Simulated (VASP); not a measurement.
A run of VASP 6.6.1 is set up as follows.

INCAR

```
SYSTEM = Mg3GeN
ALGO = Normal
EDIFF = 1E-6
ENCUT = 520
GGA = PE
ISIF = 2
ISMEAR = 0
LASPH = .TRUE.
LCHARG = .FALSE.
LREAL = .FALSE.
LWAVE = .FALSE.
NBANDS = 20
NELM = 80
PREC = Accurate
SIGMA = 0.1
```

KPOINTS

```
k-points
0
G
  6 6 2
  0 0 0
```

Contents of POSCAR:

```
Mg3GeN
1.0
    4.6670470600      0.0000000000      0.0000000000
   -2.3335235300      4.0417813200      0.0000000000
    0.0000000000      0.0000000000      8.6582270600
Mg Ge N
3 1 1
Direct
    0.5000000000      0.0000000000      0.5000000000
    0.0000000000      0.5000000000      0.5000000000
    0.5000000000      0.5000000000      0.5000000000
    0.0000000000      0.0000000000      0.0000000000
    0.0000000000      0.0000000000      0.5000000000
```

Potentials or basis: VASP PAW PBE potentials, release 64 (Mg, Ge_d, N).

The run is started by

```bash
$ cat potpaw_PBE.64/Mg/POTCAR potpaw_PBE.64/Ge_d/POTCAR potpaw_PBE.64/N/POTCAR > POTCAR
$ mpirun -np 1 vasp_std > vasp.out
```

(1) Predict the pressure.

Answers

(1) 6.8 GPa.

Caveat: the k points lie up to 0.36 Å⁻¹ apart.
